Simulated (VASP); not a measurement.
MgO (rocksalt type): single point with PBEsol

Crystal: MgO (rocksalt type).

```
Mg O
1.0
     0.00000    2.01923    2.01923
     2.01923    0.00000    2.01923
     2.01923    2.01923    0.00000
Mg O
1 1
Direct
  0.00000 0.00000 0.00000
  0.50000 0.50000 0.50000
```

This cell differs from its parent crystal: volume scaled by 0.88.

- Program: VASP 6.6.1
- Task: single point
- Functional: PBEsol
- Potentials or basis: VASP PAW PBE potentials, release 64 (Mg, O)
- Cutoff: 520 eV
- k mesh: 15 × 15 × 15
- Occupations: fermi-dirac, width 0.05 eV
- Spin: no spin polarisation

```yaml
Pressure: 26.0 GPa
Band_gap_on_the_k_mesh: 5.96 eV, direct
```

Levels at points of the mesh, in eV from the valence-band top:
```csv
k point,band 1,band 2,band 3,band 4,band 5,band 6,band 7,band 8
"(0.00, 0.00, 0.00)",-17.91,0.00,0.00,0.00,5.96,16.32,16.32,16.32
```

Run time: 28 s on 1 thread of Intel Xeon 8259CL (shared host), peak memory 0.16 GiB.

Caveat: the PAW data sets were made with another functional, which shifts forces and pressure a little. A k mesh can miss the band edges.
